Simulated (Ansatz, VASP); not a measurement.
**Al: VASP beside Ansatz**

```
Al
1.0
     2.69969    0.00000    0.00000
    -1.34984    2.33800    0.00000
     0.00000    0.00000    8.91477
Al
4
Direct
  0.00000 0.00000 0.00000
  0.00000 0.00000 0.50000
  0.33333 0.66667 0.25000
  0.66667 0.33333 0.75000
```

Change from the starting cell: volume scaled by 0.85, LAPW.

Alike in both runs: task single point; functional PBE; k mesh 14 × 14 × 4; occupations fermi-dirac, width 0.08 eV; no spin polarisation.

|  | VASP | Ansatz |
| --- | --- | --- |
| version | VASP 6.6.1 | Ansatz 0.2.0 |
| potentials or method | VASP PAW PBE potentials, release 64 (Al), cutoff 520 eV | all-electron LAPW, scalar-relativistic |

```csv
,VASP,Ansatz,Ansatz less VASP
pressure (GPa),18.0,18.0,-0.03
```

Ansatz ran all-electron here, and VASP with PAW potentials.
